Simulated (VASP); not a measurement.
# Ir (Fm-3m) in VASP: further runs, part 2 of 2

VASP 6.6.1. The steps go on from the part before.

## Step 3: Single point, PBE

INCAR reads:

```
SYSTEM = Ir
PREC = Accurate ; ENCUT = 520
EDIFF = 1E-6 ; ISMEAR = 0
SIGMA = 1.0 ; LREAL = .FALSE.
LASPH = .TRUE. ; NELM = 60
ALGO = Normal ; ISIF = 2
LWAVE = .FALSE. ; LCHARG = .TRUE.
GGA = PE ; LELF = .TRUE.
LVHAR = .TRUE. ; NBANDS = 10
```

KPOINTS reads:

```
Automatic mesh
0
G
  14 14 14
  0 0 0
```

POSCAR reads:

```
Ir
1.0
    0.0000000000      1.9360622002      1.9360622002
    1.9360622002      0.0000000000      1.9360622002
    1.9360622002      1.9360622002      0.0000000000
Ir
1
Direct
    0.0000000000      0.0000000000      0.0000000000
```

Potentials or basis: VASP PAW PBE potentials, release 64 (Ir).

Launch:

```sh
$ cat potpaw_PBE.64/Ir/POTCAR > POTCAR
$ mpirun -np 1 vasp_std > vasp.out
```

OUTCAR:

```text
SYSTEM = Ir
   PREC = Accurate
   ENCUT = 520
   EDIFF = 1E-6
   ISMEAR = 0
   LREAL = .FALSE.
   LASPH = .TRUE.
   NELM = 60
   ISIF = 2
   GGA = PE

 ion  position               nearest neighbor table
   1  0.000  0.000  0.000-

  LATTYP: Found a face centered cubic cell.
 ALAT       =     3.8721244004

  Lattice vectors:

 A1 = (   0.0000000000,   1.9360622002,   1.9360622002)
 A2 = (   1.9360622002,   0.0000000000,   1.9360622002)
 A3 = (   1.9360622002,   1.9360622002,   0.0000000000)

Analysis of symmetry for initial positions (statically):
=====================================================================
 Subroutine PRICEL returns:
 Original cell was already a primitive cell.

 Routine SETGRP: Setting up the symmetry group for a
 face centered cubic supercell.

 Subroutine GETGRP returns: Found 48 space group operations
 (whereof 48 operations were pure point group operations)
 out of a pool of 48 trial point group operations.

The static configuration has the point symmetry O_h .

Analysis of symmetry for dynamics (positions and initial velocities):
=====================================================================
 Subroutine PRICEL returns:
[... 156 lines left out ...]

 val. band max:        9.9096626382   @ k =   0.5000   0.4286   0.0000
 cond. band min:       9.9150446839   @ k =  -0.2143   0.3571   0.1429
 fundamental gap:      0.0053820457
 Fermi energy:         9.9109445340

 k-point     1 :       0.0000    0.0000    0.0000
  band No.  band energies     occupation
      1      -0.8774      2.00000
      2       6.2570      2.00000
      3       6.2570      2.00000
      4       6.2570      2.00000
      5       8.8352      1.87184
      6       8.8352      1.87184
      7      24.3443      0.00000
      8      29.7667      0.00000
      9      29.7667      0.00000
     10      29.7667      0.00000
[... 287 lines left out ...]
 k-point    24 :       0.2857    0.1429    0.0000
  band No.  band energies     occupation
      1       1.8157      2.00000
      2       4.9564      2.00000
      3       6.6137      2.00000
      4       7.3308      1.99974
      5       8.6221      1.93164
      6       9.7481      1.18211
      7      24.7074      0.00000
      8      27.6471      0.00000
      9      29.6415      0.00000
     10      30.7187      0.00000

 [... further k-points ...]
[... 5 lines left out ...]
  --------------------------------------------------------------------------------------
  -------------------------------------------------------------------------------------
  Total        0.4690725      0.4690725      0.4690725      0.0000000     -0.0000000     -0.0000000
  in kB       51.7800761     51.7800761     51.7800761      0.0000000     -0.0000000     -0.0000000
  external PRESSURE =      51.7800761 kB  Pullay stress =       0.0000000 kB

 VOLUME and BASIS-vectors are now :
 -----------------------------------------------------------------------------
  energy-cutoff  :      520.00
  volume of cell :       14.51
      direct lattice vectors                 reciprocal lattice vectors
     0.000000000  1.936062200  1.936062200    -0.258256166  0.258256166  0.258256166
     1.936062200  0.000000000  1.936062200     0.258256166 -0.258256166  0.258256166
     1.936062200  1.936062200  0.000000000     0.258256166  0.258256166 -0.258256166

 POSITION                                       TOTAL-FORCE (eV/Angst)
 -----------------------------------------------------------------------------------
      0.00000      0.00000      0.00000         0.000000      0.000000      0.000000
 -----------------------------------------------------------------------------------
    total drift:                                0.000000     -0.000000     -0.000000

  FREE ENERGIE OF THE ION-ELECTRON SYSTEM (eV)
  ---------------------------------------------------
  free  energy   TOTEN  =        -9.1053574656 eV

  energy  without entropy=       -8.5842920237  energy(sigma->0) =       -8.84482474
```

OSZICAR:

```text
N       E                     dE             d eps       ncg     rms          rms(c)
DAV:   1     0.470588702880E+02    0.47059E+02   -0.44097E+03  2096   0.819E+02
DAV:   2    -0.872978935360E+01   -0.55789E+02   -0.52953E+02  2110   0.195E+02
DAV:   3    -0.963956811218E+01   -0.90978E+00   -0.90750E+00  2454   0.305E+01
DAV:   4    -0.964749356583E+01   -0.79255E-02   -0.79243E-02  2322   0.263E+00
DAV:   5    -0.964765973805E+01   -0.16617E-03   -0.16617E-03  2384   0.364E-01    0.148E+01
DAV:   6    -0.919167645735E+01    0.45598E+00   -0.82189E-01  2324   0.111E+01    0.631E+00
DAV:   7    -0.911121657430E+01    0.80460E-01   -0.25290E-01  2478   0.564E+00    0.172E+00
DAV:   8    -0.910546707638E+01    0.57495E-02   -0.41512E-03  2316   0.842E-01    0.193E-01
DAV:   9    -0.910534987592E+01    0.11720E-03   -0.29207E-04  2596   0.221E-01    0.150E-02
DAV:  10    -0.910535772899E+01   -0.78531E-05   -0.41458E-06  2398   0.169E-02    0.453E-03
DAV:  11    -0.910535746564E+01    0.26335E-06   -0.76616E-08  1172   0.293E-03
   1 F= -.91053575E+01 E0= -.88448247E+01  d E =-.521065E+00
```

stdout:

```text
POSCAR found type information on POSCAR Ir
 POSCAR found :  1 types and       1 ions
 scaLAPACK will be used
 LDA part: xc-table for (Slater+PW92), standard interpolation
 POSCAR, INCAR and KPOINTS ok, starting setup
 FFT: planning ... GRIDC
 FFT: planning ... GRID_SOFT
 FFT: planning ... GRID
 WAVECAR not read
 entering main loop
```

Run time: 19 s. Hardware: 1 thread of Intel Xeon 8259CL, shared host; peak memory 0.13 GiB.

Results:

```yaml
Free_energy: -9.1054 eV
Pressure: 5.2 GPa
```

Caveat: spin-orbit coupling is left out, which moves the levels of the heavy elements.

## Step 4: Single point, PBE

INCAR reads:

```
PREC = Accurate ; ENCUT = 520
EDIFF = 1E-6 ; ISMEAR = 1
SIGMA = 0.01 ; LREAL = False
LASPH = True ; NELM = 60
ALGO = Normal ; ISIF = 2
LWAVE = False ; LCHARG = False
GGA = PE ; NBANDS = 10
```

KPOINTS reads:

```
regular mesh
0
Gamma
  14 14 14
```

POSCAR is that of step 3.

Launch:

```sh
$ cat potpaw_PBE.64/Ir/POTCAR > POTCAR
$ mpirun -np 1 vasp_std > vasp.out
```

It took 20 s on 1 thread of Intel Xeon 8259CL, shared host; peak memory 0.14 GiB.

Results (log left out):

- Free energy: -8.8384 eV
- Pressure: 0.3 GPa

Levels at points of the mesh, in eV from the Fermi level:
| k point | band 1 | band 2 | band 3 | band 4 | band 5 | band 6 | band 7 | band 8 |
| --- | --- | --- | --- | --- | --- | --- | --- | --- |
| (0.00, 0.00, 0.00) | -10.74 | -3.63 | -3.63 | -3.63 | -1.05 | -1.05 | 14.48 | 19.91 |
| (0.50, 0.00, 0.00) | -7.73 | -3.73 | -3.73 | -0.59 | 0.95 | 0.95 | 7.11 | 14.02 |
| (0.50, 0.50, 0.00) | -7.52 | -6.96 | 0.92 | 1.51 | 1.51 | 1.81 | 10.27 | 11.69 |

Caveat: spin-orbit coupling is left out, which moves the levels of the heavy elements.

## Step 5: Single point, PBE

INCAR reads:

```
PREC     = Accurate       # precision mode
ENCUT    = 520            # plane-wave cutoff, eV
EDIFF    = 1E-7           # SCF threshold, eV
ISMEAR   = 1              # smearing method
SIGMA    = 0.03           # smearing width, eV
LREAL    = F              # projectors in reciprocal space
LASPH    = T              # aspherical terms in the spheres
NELM     = 100            # most SCF steps
ALGO     = Normal         # electronic algorithm
ISIF     = 2              # what is computed and relaxed
LWAVE    = F              # write WAVECAR
LCHARG   = F              # write CHGCAR
GGA      = PE             # functional
NBANDS   = 10             # bands
```

KPOINTS is that of step 4.

POSCAR is that of step 4.

Launch:

```sh
$ cat potpaw_PBE.64/Ir/POTCAR > POTCAR
$ mpirun -np 1 vasp_std > vasp.out
```

Wall time 25 s (1 thread of Intel Xeon 8259CL, shared host); peak memory 0.14 GiB.

It converged, with:

| Property | Result |
| --- | --- |
| Free energy | -8.8385 eV |
| Pressure | 0.3 GPa |

Levels at points of the mesh, in eV from the Fermi level:
```tsv
k point	band 2	band 3	band 4	band 5	band 6	band 7
(0.00, 0.00, 0.00)	-3.63	-3.63	-3.63	-1.05	-1.05	14.48
(0.50, 0.00, 0.00)	-3.73	-3.73	-0.59	0.96	0.96	7.11
(0.50, 0.50, 0.00)	-6.96	0.93	1.51	1.51	1.81	10.27
```

Caveat: spin-orbit coupling is left out, which moves the levels of the heavy elements.

## Step 6: Single point, PBE

INCAR reads:

```
SYSTEM = Ir
PREC = Accurate ; ENCUT = 520
EDIFF = 1E-7 ; ISMEAR = 1
SIGMA = 0.1 ; LREAL = .False.
LASPH = .True. ; NELM = 60
ALGO = Normal ; ISIF = 2
LWAVE = .False. ; LCHARG = .False.
GGA = PE ; NBANDS = 10
```

KPOINTS reads:

```
Automatic mesh
0
Gamma
  14 14 14
  0 0 0
```

POSCAR is that of step 5.

Potentials or basis: VASP PAW PBE potentials, release 64 (Ir).

Launch:

```sh
$ cat potpaw_PBE.64/Ir/POTCAR > POTCAR
$ mpirun -np 1 vasp_std > vasp.out
```

Run time: 20 s. Hardware: 1 thread of Intel Xeon 8259CL, shared host; peak memory 0.14 GiB.

The run converged. Its results:

| Property | Result |
| --- | --- |
| Free energy | -8.8393 eV |
| Pressure | 0.3 GPa |

Levels at points of the mesh, in eV from the Fermi level:
```
           k point  band 1  band 2  band 3  band 4  band 5  band 6  band 7  band 8  band 9
(0.00, 0.00, 0.00)  -10.74   -3.63   -3.63   -3.63   -1.05   -1.05   14.48   19.92   19.92
(0.50, 0.00, 0.00)   -7.72   -3.73   -3.73   -0.58    0.96    0.96    7.11   14.02   19.68
(0.50, 0.50, 0.00)   -7.51   -6.96    0.93    1.51    1.51    1.81   10.27   11.70   11.70
```

Caveat: spin-orbit coupling is left out, which moves the levels of the heavy elements.

## Step 7: Single point, PBE

INCAR reads:

```
PREC     = Accurate       # precision mode
ENCUT    = 520            # plane-wave cutoff, eV
EDIFF    = 1E-6           # SCF threshold, eV
ISMEAR   = 1              # smearing method
SIGMA    = 0.2            # smearing width, eV
LREAL    = False          # projectors in reciprocal space
LASPH    = True           # aspherical terms in the spheres
NELM     = 100            # most SCF steps
ALGO     = Normal         # electronic algorithm
ISIF     = 2              # what is computed and relaxed
LWAVE    = False          # write WAVECAR
LCHARG   = True           # write CHGCAR
GGA      = PE             # functional
LELF     = True           # ELF
LVHAR    = True         
NBANDS   = 10             # bands
```

KPOINTS reads:

```
Automatic mesh
0
Gamma
  14 14 14
```

POSCAR is that of step 6.

Potentials or basis: VASP PAW PBE potentials, release 64 (Ir).

Launch:

```sh
$ cat potpaw_PBE.64/Ir/POTCAR > POTCAR
$ mpirun -np 1 vasp_std > vasp.out
```

OUTCAR:

```text
PREC = Accurate
   ENCUT = 520
   EDIFF = 1E-6
   ISMEAR = 1
   LREAL = False
   LASPH = True
   NELM = 100
   ISIF = 2
   GGA = PE

 ion  position               nearest neighbor table
   1  0.000  0.000  0.000-

  LATTYP: Found a face centered cubic cell.
 ALAT       =     3.8721244004

  Lattice vectors:

 A1 = (   0.0000000000,   1.9360622002,   1.9360622002)
 A2 = (   1.9360622002,   0.0000000000,   1.9360622002)
 A3 = (   1.9360622002,   1.9360622002,   0.0000000000)

Analysis of symmetry for initial positions (statically):
=====================================================================
 Subroutine PRICEL returns:
 Original cell was already a primitive cell.

 Routine SETGRP: Setting up the symmetry group for a
 face centered cubic supercell.

 Subroutine GETGRP returns: Found 48 space group operations
 (whereof 48 operations were pure point group operations)
 out of a pool of 48 trial point group operations.

The static configuration has the point symmetry O_h .

Analysis of symmetry for dynamics (positions and initial velocities):
=====================================================================
 Subroutine PRICEL returns:
[... 157 lines left out ...]
 val. band max:        9.8627856436   @ k =   0.5000   0.3571   0.1429
 cond. band min:       9.8678546594   @ k =   0.4286   0.3571   0.0714
 fundamental gap:      0.0050690158
 Fermi energy:         9.8646916970

 k-point     1 :       0.0000    0.0000    0.0000
  band No.  band energies     occupation
      1      -0.8782      2.00000
      2       6.2301      2.00000
      3       6.2301      2.00000
      4       6.2301      2.00000
      5       8.8107      2.00000
      6       8.8107      2.00000
      7      24.3410      0.00000
      8      29.7749      0.00000
      9      29.7749      0.00000
     10      29.7749      0.00000
[... 287 lines left out ...]
 k-point    24 :       0.2857    0.1429    0.0000
  band No.  band energies     occupation
      1       1.8127      2.00000
      2       4.9340      2.00000
      3       6.5924      2.00000
      4       7.3047      2.00000
      5       8.5967      2.00000
      6       9.7211      1.93211
      7      24.7082      0.00000
      8      27.6382      0.00000
      9      29.6362      0.00000
     10      30.7149      0.00000

 [... further k-points ...]
[... 5 lines left out ...]
  --------------------------------------------------------------------------------------
  -------------------------------------------------------------------------------------
  Total        0.0241528      0.0241528      0.0241528     -0.0000000      0.0000000      0.0000000
  in kB        2.6661870      2.6661870      2.6661870     -0.0000000      0.0000000      0.0000000
  external PRESSURE =       2.6661870 kB  Pullay stress =       0.0000000 kB

 VOLUME and BASIS-vectors are now :
 -----------------------------------------------------------------------------
  energy-cutoff  :      520.00
  volume of cell :       14.51
      direct lattice vectors                 reciprocal lattice vectors
     0.000000000  1.936062200  1.936062200    -0.258256166  0.258256166  0.258256166
     1.936062200  0.000000000  1.936062200     0.258256166 -0.258256166  0.258256166
     1.936062200  1.936062200  0.000000000     0.258256166  0.258256166 -0.258256166

 POSITION                                       TOTAL-FORCE (eV/Angst)
 -----------------------------------------------------------------------------------
      0.00000      0.00000      0.00000         0.000000      0.000000      0.000000
 -----------------------------------------------------------------------------------
    total drift:                               -0.000000      0.000000      0.000000

  FREE ENERGIE OF THE ION-ELECTRON SYSTEM (eV)
  ---------------------------------------------------
  free  energy   TOTEN  =        -8.8413594323 eV

  energy  without entropy=       -8.8369553273  energy(sigma->0) =       -8.83989140
```

OSZICAR:

```text
N       E                     dE             d eps       ncg     rms          rms(c)
DAV:   1     0.471766820627E+02    0.47177E+02   -0.44097E+03  2096   0.819E+02
DAV:   2    -0.849385539809E+01   -0.55671E+02   -0.52973E+02  2110   0.195E+02
DAV:   3    -0.940391992074E+01   -0.91006E+00   -0.90838E+00  2454   0.306E+01
DAV:   4    -0.941183470614E+01   -0.79148E-02   -0.79136E-02  2322   0.262E+00
DAV:   5    -0.941200081529E+01   -0.16611E-03   -0.16611E-03  2384   0.364E-01    0.142E+01
DAV:   6    -0.892994106126E+01    0.48206E+00   -0.87668E-01  2324   0.114E+01    0.572E+00
DAV:   7    -0.884732856751E+01    0.82612E-01   -0.26039E-01  2486   0.572E+00    0.152E+00
DAV:   8    -0.884483191842E+01    0.24966E-02   -0.20459E-03  2248   0.469E-01    0.114E+00
DAV:   9    -0.884135302544E+01    0.34789E-02   -0.22414E-03  2352   0.657E-01    0.216E-02
DAV:  10    -0.884135765819E+01   -0.46328E-05   -0.13050E-05  2848   0.350E-02    0.224E-02
DAV:  11    -0.884135943959E+01   -0.17814E-05   -0.98143E-07  1776   0.107E-02    0.112E-03
DAV:  12    -0.884135943229E+01    0.72997E-08   -0.26905E-08  1118   0.177E-03
   1 F= -.88413594E+01 E0= -.88398914E+01  d E =-.440411E-02
```

Wall time 20 s (1 thread of Intel Xeon 8259CL, shared host); peak memory 0.14 GiB.

What came out:

| Quantity | Value |
| --- | --- |
| Free energy | -8.8414 eV |
| Pressure | 0.3 GPa |

Caveat: spin-orbit coupling is left out, which moves the levels of the heavy elements.

## Step 8: Overview

| smearing | gap on the mesh (eV) | pressure (GPa) |
| --- | --- | --- |
| gaussian 0.6 eV | none | 2.0 |
| gaussian 1 eV | none | 5.2 |
| methfessel-paxton 0.01 eV | none | 0.3 |
| methfessel-paxton 0.03 eV | none | 0.3 |
| methfessel-paxton 0.1 eV | none | 0.3 |
| methfessel-paxton 0.2 eV | none | 0.3 |

Alike in all rows: task single point; level PBE; potentials or basis VASP PAW PBE potentials, release 64 (Ir); no spin polarisation; cell as given; k mesh 14 × 14 × 14; cutoff (eV) 520.

Every run on the cell as given and a fine mesh finds a metal.

Caveats: spin-orbit coupling is left out, which moves the levels of the heavy elements.

Absolute energies hang on the potentials; compare differences alone.
